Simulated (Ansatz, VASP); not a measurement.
One calculation of Re, two programs

INCAR

```
SYSTEM = Re
  PREC = Accurate
  ENCUT = 560
  EDIFF = 1E-6
  ISMEAR = -1
  SIGMA = 0.1
  LREAL = .FALSE.
  LASPH = .TRUE.
  NELM = 120
  ALGO = Normal
  ISIF = 2
  LWAVE = .FALSE.
  LCHARG = .FALSE.
  GGA = PS
  NBANDS = 22
  GGA_COMPAT = .FALSE.
```

KPOINTS

```
Automatic mesh
0
G
  11 11 11
  0 0 0
```

POSCAR

```
Re
1.0
    0.0000000000      2.7208362390      2.7208362390
    2.7208362390      0.0000000000      2.7208362390
    2.7208362390      2.7208362390      0.0000000000
Re
2
Direct
    0.1250000000      0.1250000000      0.1250000000
    0.8750000000      0.8750000000      0.8750000000
```

Input for Ansatz:

```yaml
crystal:
  lattice:
    - [0.0, 2.720836239, 2.720836239]
    - [2.720836239, 0.0, 2.720836239]
    - [2.720836239, 2.720836239, 0.0]
  atoms:
    - { symbol: Re, position: [0.125, 0.125, 0.125] }
    - { symbol: Re, position: [0.875, 0.875, 0.875] }
hamiltonian:
  xc: pbesol
  pseudopotentials:
    kind: paw
    azcp:
      Re: "pseudopotentials/Re.paw.azcp"
basis:
  ecutwfc: 420
  fft_grid_basis: typed
kpoints:
  mp_grid: { grid: [11, 11, 11], shift: [0, 0, 0] }
magnetization:
  spin_polarized: false
scf:
  occupations: { method: fermi_dirac, width: 0.1 }
  lower_state_search: "off"
output:
  stress: true
```

Alike in both runs: task single point; functional PBEsol; k mesh 11 × 11 × 11; occupations fermi-dirac, width 0.1 eV; no spin polarisation.

|  | VASP | Ansatz |
| --- | --- | --- |
| version | VASP 6.6.1 | Ansatz 0.2.0 |
| potentials or method | VASP PAW PBE potentials, release 64 (Re_sv_GW), cutoff 560 eV | plane waves (420 eV) with PAW, scalar-relativistic |
| valence electrons in the cell | 30 | 30 |

VASP gave:

```
pressure (GPa) : 16.4
```

Problem. Estimate Ansatz's values.

Solution. Pressure (GPa): 18.9.

VASP's potentials were made for PBE, not for PBEsol, and Ansatz warns of the same on its side.

Spin-orbit coupling is off throughout.
